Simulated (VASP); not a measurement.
# Al (Im-3m) in VASP: settings compared

Al is run at these levels: BLYP, PBE+D4, PBEsol+D3(BJ); tasks: relaxation of cell and atoms.

Program: VASP 6.6.1. These are calculated values, not measurements. Logs are shortened: lines on timing, memory, paths and dates and some standing lists are left out, and cuts for length are marked.

## Step 1: The cell of the first run

The structure is cubic, space group Im-3m (No. 229). Conventional cell: a = 3.182 Å, b = 3.182 Å, c = 3.182 Å, α = 90.00°, β = 90.00°, γ = 90.00°. Al (site symmetry m-3m) has 14 Al at 2.76 to 3.18 Å within 3.6 Å.

## Step 2: Relaxation of cell and atoms, BLYP

INCAR

```
SYSTEM = Al
PREC = Accurate
ENCUT = 600
EDIFF = 1E-7
ISMEAR = -1
SIGMA = 0.05
LREAL = .False.
LASPH = .True.
NELM = 80
ALGO = Normal
ISIF = 3
LWAVE = .False.
LCHARG = .False.
GGA = B5
ALDAX = 1.0
AGGAX = 1.0
AGGAC = 1.0
ALDAC = 0.0
IBRION = 2
NSW = 60
EDIFFG = -0.01
```

KPOINTS

```
Automatic mesh
0
Gamma
  12 12 12
  0 0 0
```

POSCAR

```
Al
1.0
   -1.5912186900      1.5912186900      1.5912186900
    1.5912186900     -1.5912186900      1.5912186900
    1.5912186900      1.5912186900     -1.5912186900
Al
1
Direct
    0.0000000000      0.0000000000      0.0000000000
```

Potentials or basis: VASP PAW PBE potentials, release 64 (Al).

Command:

```
cat potpaw_PBE.64/Al/POTCAR > POTCAR
mpirun -np 1 vasp_std > vasp.out
```

OUTCAR:

```text
SYSTEM = Al
   PREC = Accurate
   ENCUT = 600
   EDIFF = 1E-7
   ISMEAR = -1
   LREAL = .False.
   LASPH = .True.
   NELM = 80
   ISIF = 3
   GGA = B5
   IBRION = 2
   NSW = 60
   EDIFFG = -0.01

 ion  position               nearest neighbor table
   1  0.000  0.000  0.000-

  LATTYP: Found a body centered cubic cell.
 ALAT       =     3.1824373800

  Lattice vectors:

 A1 = (  -1.5912186900,   1.5912186900,   1.5912186900)
 A2 = (   1.5912186900,  -1.5912186900,   1.5912186900)
 A3 = (   1.5912186900,   1.5912186900,  -1.5912186900)

Analysis of symmetry for initial positions (statically):
=====================================================================
 Subroutine PRICEL returns:
 Original cell was already a primitive cell.

 Routine SETGRP: Setting up the symmetry group for a
 body centered cubic supercell.

 Subroutine GETGRP returns: Found 48 space group operations
 (whereof 48 operations were pure point group operations)
 out of a pool of 48 trial point group operations.

The static configuration has the point symmetry O_h .

Analysis of symmetry for dynamics (positions and initial velocities):
=====================================================================
 Subroutine PRICEL returns:
 Original cell was already a primitive cell.

 Routine SETGRP: Setting up the symmetry group for a
 body centered cubic supercell.

 Subroutine GETGRP returns: Found 48 space group operations
 (whereof 48 operations were pure point group operations)
 out of a pool of 48 trial point group operations.

The dynamic configuration has the point symmetry O_h .

 Subroutine INISYM returns: Found 48 space group operations
 (whereof 48 operations are pure point group operations),
 and found     1 'primitive' translations

----------------------------------------------------------------------------------------

                                     Primitive cell

  volume of cell :      16.1157

  direct lattice vectors                    reciprocal lattice vectors
    -1.591218690  1.591218690  1.591218690     0.000000000  0.314224565  0.314224565
     1.591218690 -1.591218690  1.591218690     0.314224565  0.000000000  0.314224565
     1.591218690  1.591218690 -1.591218690     0.314224565  0.314224565  0.000000000

  length of vectors
     2.756071617  2.756071617  2.756071617     0.444380641  0.444380641  0.444380641

  position of ions in fractional coordinates (direct lattice)
     0.000000000  0.000000000  0.000000000

  ion indices of the primitive-cell ions
   primitive index   ion index
                 1           1

----------------------------------------------------------------------------------------

 KPOINTS: Automatic mesh

Automatic generation of k-mesh.
 Grid dimensions read from file:
 generate k-points for:   12   12   12

 Generating k-lattice:

  Cartesian coordinates                     Fractional coordinates (reciprocal lattice)
     0.000000000  0.026185380  0.026185380     0.083333333  0.000000000  0.000000000
     0.026185380  0.000000000  0.026185380     0.000000000  0.083333333  0.000000000
     0.026185380  0.026185380  0.000000000     0.000000000  0.000000000  0.083333333

  Length of vectors
     0.037031720  0.037031720  0.037031720

  Shift w.r.t. Gamma in fractional coordinates (k-lattice)
     0.000000000  0.000000000  0.000000000

 Subroutine IBZKPT returns following result:
 ===========================================

 Found     72 irreducible k-points:

 Following reciprocal coordinates:
            Coordinates               Weight
  0.000000  0.000000  0.000000      1.000000
  0.083333  0.000000  0.000000     12.000000
  0.166667  0.000000  0.000000     12.000000
  0.250000  0.000000  0.000000     12.000000
  0.333333  0.000000  0.000000     12.000000
  0.416667  0.000000  0.000000     12.000000
[... 16 lines left out ...]
  0.333333  0.083333  0.083333     24.000000
  0.416667  0.083333  0.083333     12.000000
 [... further k-points ...]
   k-points           NKPTS =     72   k-points in BZ     NKDIM =     72   number of bands    NBANDS=      5
   number of dos      NEDOS =    301   number of ions     NIONS =      1
   total plane-waves  NPLWV =  13824
   dimension x,y,z NGX =    24 NGY =   24 NGZ =   24
   dimension x,y,z NGXF=    48 NGYF=   48 NGZF=   48
   ions per type =               1
   NGX,Y,Z   is equivalent  to a cutoff of  14.48, 14.48, 14.48 a.u.
   NGXF,Y,Z  is equivalent  to a cutoff of  28.95, 28.95, 28.95 a.u.
 SYSTEM =  Al
   PREC   = accura    normal or accurate (medium, high low for compatibility)
   ISTART =      0    job   : 0-new  1-cont  2-samecut
   ICHARG =      2    charge: 1-file 2-atom 10-const
   ISPIN  =      1    spin polarized calculation?
   LNONCOLLINEAR =      F non collinear calculations
   LSORBIT =      F    spin-orbit coupling
   LASPH  =      T    aspherical Exc in radial PAW
   ENCUT  =  600.0 eV  44.10 Ry    6.64 a.u.   5.50  5.50  5.50*2*pi/ulx,y,z
   NELM   =     80;   NELMIN=  2; NELMDL= -5     # of ELM steps
   EDIFF  = 0.1E-06   stopping-criterion for ELM
   LREAL  =      F    real-space projection
   EDIFFG = -.1E-01   stopping-criterion for IOM
   NSW    =     60    number of steps for IOM
   IBRION =      2    ionic relax: 0-MD 1-quasi-New 2-CG
   NFREE  =      1    steps in history (QN), initial steepest desc. (CG)
   ISIF   =      3    stress and relaxation
   ISYM   =      2    0-nonsym 1-usesym 2-fastsym
   POTIM  = 0.5000    time-step for ionic-motion
   TEBEG  =    0.0;   TEEND  =   0.0 temperature during run
   PSTRESS=    0.0 pullay stress
   NELECT =       3.0000    total number of electrons
   NUPDOWN=      -1.0000    fix difference up-down
   EMIN   =  10.00;   EMAX   =-10.00  energy-range for DOS
   EFERMI =   0.00;   METHOD = LEGACY
   ISMEAR =    -1;   SIGMA  =   0.05  broadening in eV -4-tet -1-fermi 0-gaus
   EFERMI_NEDOS =   21; number of points for ismear=-14 and -15
   IALGO  =     38    algorithm
   IMIX   =      4    mixing-type and parameters
     AMIX     =   0.40;   BMIX     =  1.00
     AMIX_MAG =   1.60;   BMIX_MAG =  1.00
  volume/ion in A,a.u.               =      16.12       108.75
  Fermi-wavevector in a.u.,A,eV,Ry     =   0.934757  1.766435 11.888371  0.873771
  Thomas-Fermi vector in A             =   2.061595
   LORBIT       =      0    0 simple, 1 ext, 2 COOP (PROOUT), +10 PAW based schemes
   GGA     = B5    functional components
   LHFCALC =     F    Hartree Fock is set to
   AEXX    =    0.0000 exact exchange contribution
   IVDW    =     0    specifies the selected vdW correction
   LEPSILON=     F    determine dielectric tensor
   LRPA    =     F    only Hartree local field effects (RPA)
 conjugate gradient relaxation of ions
 non-spin polarized calculation
  energy-cutoff  :      600.00
  volume of cell :       16.12
 maximum number of plane-waves:       555
 NGX is ok and might be reduce to    24
   NGX = 11   NGY = 11   NGZ = 11

--------------------------------------- Ionic step        1  -------------------------------------------

 number of electron       3.0000000 magnetization

 Free energy of the ion-electron system (eV)
  ---------------------------------------------------
  ext. energy  EPLUGINS =         0.00000000
  ---------------------------------------------------
  free energy    TOTEN  =        -2.57292132 eV

  energy without entropy =       -2.56900646  energy(sigma->0) =       -2.57096389

------------------------ aborting loop because EDIFF is reached ----------------------------------------

  FORCE on cell =-STRESS in cart. coord.  units (eV):
  Direction    XX          YY          ZZ          XY          YZ          ZX
  --------------------------------------------------------------------------------------
  -------------------------------------------------------------------------------------
  Total        0.7819896      0.7819896      0.7819896      0.0000000      0.0000000      0.0000000
  in kB       77.7431164     77.7431164     77.7431164      0.0000000      0.0000000      0.0000000
  external PRESSURE =      77.7431164 kB  Pullay stress =       0.0000000 kB
[... 55 lines left out ...]
  energy  without entropy=       -2.6132050923  energy(sigma->0) =       -2.61542695

--------------------------------------- Ionic step        3  -------------------------------------------

 number of electron       3.0000000 magnetization

 Free energy of the ion-electron system (eV)
  ---------------------------------------------------
  ext. energy  EPLUGINS =         0.00000000
  ---------------------------------------------------
  free energy    TOTEN  =        -2.61798867 eV

  energy without entropy =       -2.61353167  energy(sigma->0) =       -2.61576017

 E-fermi :   7.4310     XC(G=0):  -9.3085

 val. band max:        7.4296820106   @ k =   0.2500   0.2500   0.0833
 cond. band min:       7.4856558746   @ k =  -0.4167   0.4167   0.2500
 fundamental gap:      0.0559738640
 Fermi energy:         7.4310265867

 k-point     1 :       0.0000    0.0000    0.0000
  band No.  band energies     occupation
      1      -2.9695      2.00000
      2      20.0526      0.00000
      3      20.0526      0.00000
      4      20.0526      0.00000
      5      20.4531      0.00000

 k-point     2 :       0.0833    0.0000    0.0000
  band No.  band energies     occupation
      1      -2.7828      2.00000
      2      17.7472      0.00000
      3      18.5395      0.00000
      4      19.4034      0.00000
      5      20.0199      0.00000
[... 169 lines left out ...]
 k-point    24 :       0.4167    0.0833    0.0833
  band No.  band energies     occupation
      1       3.9440      2.00000
      2       4.0098      2.00000
      3      12.2988      0.00000
      4      12.3414      0.00000
      5      20.5568      0.00000

 [... further k-points ...]

------------------------ aborting loop because EDIFF is reached ----------------------------------------

  FORCE on cell =-STRESS in cart. coord.  units (eV):
  Direction    XX          YY          ZZ          XY          YZ          ZX
  --------------------------------------------------------------------------------------
  -------------------------------------------------------------------------------------
  Total       -0.0057615     -0.0057615     -0.0057615      0.0000000     -0.0000000      0.0000000
  in kB       -0.5063643     -0.5063643     -0.5063643      0.0000000     -0.0000000      0.0000000
  external PRESSURE =      -0.5063643 kB  Pullay stress =       0.0000000 kB
[... 16 lines left out ...]
  FREE ENERGIE OF THE ION-ELECTRON SYSTEM (eV)
  ---------------------------------------------------
  free  energy   TOTEN  =        -2.6179886676 eV

  energy  without entropy=       -2.6135316685  energy(sigma->0) =       -2.61576017

 reached required accuracy - stopping structural energy minimisation
```

Wall time 10 s (1 thread of Intel Xeon 6975P-C (Granite Rapids), shared host); peak memory 0.13 GiB.

Results:

```yaml
Free_energy: -2.6180 eV
Relaxed_volume: 18.23 Å³/atom
Relaxed_cell: a = 2.872 Å, b = 2.872 Å, c = 2.872 Å, α = 109.47°, β = 109.47°, γ = 109.47°
Space_group_after_relaxing_to_0.05_Å: Im-3m (No. 229)
Energy_gained_by_relaxing: 45.1 meV/atom
Ionic_steps: 3
Pressure_after_relaxing: -0.1 GPa
```

The path:
```tsv
step	energy change (eV)	largest force (eV/Å)	pressure (GPa)	volume (Å³)
1	0.0000	0.0000	7.77	16.12
2	-0.0447	0.0000	0.54	18.01
3	-0.0451	0.0000	-0.05	18.23
```

Final structure:
```
CELL_PARAMETERS angstrom
-1.65796 1.65796 1.65796
1.65796 -1.65796 1.65796
1.65796 1.65796 -1.65796
ATOMIC_POSITIONS crystal
Al 0.00000 0.00000 0.00000
```

Caveat: the PAW data sets were made with another functional, which shifts forces and pressure a little.

(Continued in part 2 of 2.)
